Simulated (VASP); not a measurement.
**Hg: single point with LDA**

Hg:

```
CELL_PARAMETERS angstrom
-1.77715 1.77715 1.77715
1.77715 -1.77715 1.77715
1.77715 1.77715 -1.77715
ATOMIC_POSITIONS crystal
Hg 0.00000 0.00000 0.00000
```

* Program: VASP 6.6.1
* Task: single point
* Functional: LDA
* Potentials or basis: VASP PAW LDA potentials, release 64 (Hg)
* Cutoff: 520 eV
* k mesh: 14 × 14 × 14
* Occupations: fermi-dirac, width 0.1 eV
* Spin: no spin polarisation
* Dipole correction: no
* Further INCAR settings: ALGO = Normal; EDIFF = 1e-07; NBANDS = 12

```
Pressure               : 0.7 GPa
Band gap on the k mesh : zero (bands 6 and 7 overlap by 4.75 eV)
```

Levels at points of the mesh, in eV from the Fermi level:
```
           k point  band 4  band 5  band 6  band 7  band 8  band 9
(0.00, 0.00, 0.00)   -7.21   -6.21   -6.21   15.37   15.37   15.37
(0.50, 0.00, 0.00)   -6.15   -5.48   -1.57   -1.04    9.79   10.33
(0.50, 0.50, 0.50)   -5.66   -5.66    3.71    3.88    3.88    3.88
```

Wall time 7.8 s on 1 thread of AMD EPYC 9R45 96-Core Processor (Zen 5), on a shared host, peak memory 0.12 GiB.

Caveat: spin-orbit coupling is left out, which moves the levels of the heavy elements.
